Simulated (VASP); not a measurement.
ZrS, 2 atoms in the cell. It takes space group I4/mmm (No. 139, tetragonal). The conventional cell has a = 3.639 Å, b = 3.639 Å, c = 5.068 Å, α = 90.00°, β = 90.00°, γ = 90.00°. Zr (site symmetry 4/mmm) has 6 S at 2.53 to 2.57 Å within 3.3 Å. Within 3.3 Å of S (site symmetry 4/mmm) lie 6 Zr at 2.53 to 2.57 Å.  This cell differs from its parent crystal: strain -0.015 along x and y, -0.030 along z.

| Quantity | Value |
| --- | --- |
| Program | VASP 6.6.1 |
| Task | single point |
| Functional | r2SCAN |
| Potentials or basis | VASP PAW PBE potentials, release 64 (Zr_sv, S) |
| Cutoff | 520 eV |
| k mesh | 20 × 20 × 20 |
| Occupations | gaussian, width 0.15 eV |
| Spin | no spin polarisation |
| Dipole correction | no |
| Further INCAR settings | ALGO = Normal; EDIFF = 1e-06; NBANDS = 16 |

Potentials or basis: VASP PAW PBE potentials, release 64 (Zr_sv, S).

Command:

```sh
$ cat potpaw_PBE.64/Zr_sv/POTCAR potpaw_PBE.64/S/POTCAR > POTCAR
$ cp INCAR.step1 INCAR
$ mpirun -np 1 vasp_std > vasp.out
$ cp INCAR.step2 INCAR
$ mpirun -np 1 vasp_std > vasp.out
```

Hardware: 1 thread of Intel(R) Xeon(R) Platinum 8488C (Sapphire Rapids) (shared host).

Estimate the wall time of this run.

Run time: 14 min on 1 thread of Intel(R) Xeon(R) Platinum 8488C (Sapphire Rapids) (shared host), peak memory 0.44 GiB. Counts: k points 641.
